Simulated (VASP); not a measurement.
**NiO: single point with PBE**

The system is NiO.

```
CELL_PARAMETERS angstrom
0.00000 2.24063 2.24063
2.24063 0.00000 2.24063
2.24063 2.24063 0.00000
ATOMIC_POSITIONS crystal
Ni 0.00000 0.00000 0.00000
O 0.75000 0.75000 0.75000
```

```yaml
Program: VASP 6.6.1
Task: single point
Functional: PBE
Potentials_or_basis: VASP PAW PBE potentials, release 64 (Ni, O)
Cutoff: 520 eV
k_mesh: 7 × 7 × 7
Occupations: fermi-dirac, width 0.05 eV
Spin: collinear spin, ferromagnetic start
Starting_moments: "[1.0, 0.0] μB"
```

```yaml
Pressure: -0.1 GPa
Net_moment: 1.86 μB per cell
Site_moments: Ni +1.46; O +0.34 μB
Valence_electrons_inside_the_program's_atomic_spheres: Ni 9.10; O 4.97
```

Levels at points of the mesh, in eV from the Fermi level:
Spin up:
| k point | band 6 | band 7 | band 8 | band 9 | band 10 | band 11 | band 12 | band 13 |
| --- | --- | --- | --- | --- | --- | --- | --- | --- |
| (0.00, 0.00, 0.00) | -2.40 | 0.19 | 0.19 | 0.19 | 0.46 | 14.30 | 14.30 | 14.30 |
Spin down:
```tsv
k point	band 4	band 5	band 6	band 7	band 8	band 9	band 10	band 11
(0.00, 0.00, 0.00)	-4.99	-1.35	-1.35	0.75	1.75	1.75	1.75	14.55
```

Wall time 18 s on 1 thread of Intel(R) Xeon(R) Platinum 8488C (Sapphire Rapids) (shared host), peak memory 0.15 GiB.

Caveat: a cell with one magnetic atom can't hold antiferromagnetic order, which such compounds often take; semilocal functionals often make such compounds metallic where correlation or magnetic order opens a gap, which also shifts bond lengths. With open d or f shells a metallic result of PBE can be an artefact of self-interaction; +U or a hybrid may open a gap.
